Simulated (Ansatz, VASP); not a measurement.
# One calculation of NaRuS3, two programs

```
Na Ru S
1.0
     4.38663    0.00000    0.00000
     0.00000    4.38663    0.00000
     0.00000    0.00000    5.70883
Na Ru S
1 1 3
Cartesian
  0.0000 0.0000 0.2379
  2.1933 2.1933 3.2266
  2.1933 2.1933 5.4304
  0.0000 2.1933 2.5744
  2.1933 0.0000 2.5744
```

Alike in both runs: functional PBE; k mesh 4 × 4 × 4; occupations gaussian, width 0.1 eV; no spin polarisation.

Ansatz relaxed the structure, and its values are those at the end. VASP's run is a single point on that final structure, the one shown.

|  | VASP | Ansatz |
| --- | --- | --- |
| version | VASP 6.6.1 | Ansatz 0.2.0 |
| potentials or method | VASP PAW PBE potentials, release 64 (Na_pv, Ru_pv, S), cutoff 520 eV | scalar-relativistic, plane waves, PAW |
| valence electrons in the cell | 39 | 43 |

Ansatz gave:

- gap on the k mesh at the Fermi level (eV): none
- pressure (GPa): 0.1
- rms of the force components (eV/Å): 0.013

Question: What did VASP give for the same quantities?

Answer: gap on the k mesh at the Fermi level (eV): none; pressure (GPa): 0.0; rms of the force components (eV/Å): 0.015.

A gap of «none» marks a metal or a gap that the smearing closes. The functional is the same, so the differences come from potentials, cutoffs and numerics. VASP's potentials hold 39 valence electrons a cell and Ansatz's 43, so a difference there can come from the potentials and not from the codes.
